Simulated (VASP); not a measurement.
Set up this calculation in VASP 6.6.1, as the native input.

```
Task                   : single point
Functional             : LDA
Potentials or basis    : VASP PAW LDA potentials, release 64 (Te, Mo_sv)
Cutoff                 : 520 eV
k mesh                 : 12 × 12 × 2
Occupations            : gaussian, width 0.05 eV
Spin                   : no spin polarisation
Dipole correction      : no
Further INCAR settings : ALGO = Normal; EDIFF = 1e-06; NBANDS = 20
```

The structure of Te2Mo lies in POSCAR:

```
Te2Mo
1.0
    3.5602328140      0.0000000000      0.0000000000
   -1.7801164070      3.0832520603      0.0000000000
    0.0000000000      0.0000000000     17.5240578200
Te Mo
2 1
Direct
    0.3333333333      0.6666666667      0.8978554500
    0.3333333333      0.6666666667      0.1021445500
   -0.0243249655     -0.0486499310      0.0000000000
```

This cell differs from its parent crystal: atom 3 (Mo) moved by (+0.000, -0.150) A along x and y.

The input as run:

INCAR

```
PREC = Accurate ; ENCUT = 520
EDIFF = 1E-6 ; ISMEAR = 0
SIGMA = 0.05 ; LREAL = F
LASPH = T ; NELM = 100
ALGO = Normal ; ISIF = 2
LWAVE = F ; LCHARG = F
NBANDS = 20
```

KPOINTS

```
regular mesh
0
Gamma
  12 12 2
```

Potentials or basis: VASP PAW LDA potentials, release 64 (Te, Mo_sv).

Launch:

```sh
$ cat potpaw_LDA.64/Te/POTCAR potpaw_LDA.64/Mo_sv/POTCAR > POTCAR
$ mpirun -np 1 vasp_std > vasp.out
```

Results of the run:

```yaml
Largest_force: 1.901 eV/Å
Band_gap_on_the_k_mesh: 1.04 eV, direct
```

Caveat: the cell differs from its parent crystal (atom 3 (Mo) moved by (+0.000, -0.150) A along x and y); spin-orbit coupling is left out, which moves the levels of the heavy elements.

It took 3.7 min on 1 thread of Intel(R) Xeon(R) 6975P-C (Granite Rapids), with other jobs on the host, peak memory 0.48 GiB.
